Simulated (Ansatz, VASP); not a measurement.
One calculation of LaTaNO2, two programs

```xyz
10
Lattice="-2.8063 4.0667 2.8762 2.8063 -4.0667 2.8762 2.8063 4.0667 -2.8762" Properties=species:S:1:pos:R:3 pbc="T T T"
La    0.0000    6.1001   -0.0062
La    2.8063   -2.0334    2.8824
Ta    0.0000    0.0000    2.8762
Ta    2.8063    0.0000    0.0000
N     2.8063    2.0334    0.3871
N     0.0000    2.0334    2.4891
O     1.4031   -0.2863    1.4381
O    -1.4031    4.3530    1.4381
O     1.4031    3.7805   -1.4381
O     1.4031    4.3530    1.4381
```

Alike in both runs: functional PBE; dispersion D3(BJ); k mesh 10 × 10 × 10; occupations gaussian, width 0.1 eV; no spin polarisation.

Ansatz relaxed the structure, and its values are those at the end. VASP's run is a single point on that final structure, the one shown.

|  | VASP | Ansatz |
| --- | --- | --- |
| version | VASP 6.6.1 | Ansatz 0.2.0 |
| potentials or method | VASP PAW PBE potentials, release 64 (La, Ta_pv, N, O), cutoff 600 eV | scalar-relativistic, plane waves, PAW |
| valence electrons in the cell | 78 | 82 |

|  | VASP | Ansatz | Ansatz less VASP |
| --- | --- | --- | --- |
| gap on the k mesh at the Fermi level (eV) | none | none | - |
| pressure (GPa) | 0.1 | 0.0 | -0.07 |
| rms of the force components (eV/Å) | 0.011 | 0.000 | -0.0104 |

A gap of «none» marks a metal or a gap that the smearing closes. VASP's potentials hold 78 valence electrons a cell and Ansatz's 82, so a difference there can come from the potentials and not from the codes.

Neither program's run includes spin-orbit coupling.
